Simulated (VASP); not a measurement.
A run of VASP 6.6.1 is set up as follows.

INCAR

```
SYSTEM = LiBr
PREC = Accurate ; ENCUT = 750
EDIFF = 1E-8 ; ISMEAR = 0
SIGMA = 0.01 ; LREAL = .FALSE.
LASPH = .TRUE. ; NELM = 120
ALGO = Normal ; ISIF = 2
LWAVE = .FALSE. ; LCHARG = .FALSE.
GGA = PS ; NBANDS = 12
IBRION = 8 ; NSW = 1
LEPSILON = .TRUE. ; GGA_COMPAT = .FALSE.
```

Contents of KPOINTS:

```
Automatic mesh
0
G
  8 8 8
  0 0 0
```

The input POSCAR:

```
LiBr
1.0
    0.0000000000      2.4636898997      2.4636898997
    2.4636898997      0.0000000000      2.4636898997
    2.4636898997      2.4636898997      0.0000000000
Li Br
1 1
Direct
    0.0000000000      0.0000000000      0.0000000000
    0.5000000000      0.5000000000      0.5000000000
```

Potentials or basis: VASP PAW PBE potentials, release 64 (Li_sv, Br).

Launch:

```sh
$ cat potpaw_PBE.64/Li_sv/POTCAR potpaw_PBE.64/Br/POTCAR > POTCAR
$ mpirun -np 1 vasp_std > vasp.out
```

**Question.** Estimate the electronic dielectric tensor (diagonal).

**Answer.** 4.20.

**Question.** Estimate the Born charges (mean of the diagonal).

**Answer.** Li +1.14; Br -1.14 e.

**Question.** Predict the highest phonon frequency at Γ, LO-TO splitting left out.

**Answer.** 351 cm⁻¹.

Born effective charge tensors (e):
atom 1, Li
```
1.14 0.00 0.00
0.00 1.14 0.00
0.00 0.00 1.14
```
atom 2, Br
```
-1.14  0.00  0.00
 0.00 -1.14  0.00
 0.00  0.00 -1.14
```

Caveat: the cell stands under pressure or tension, which shifts response properties.
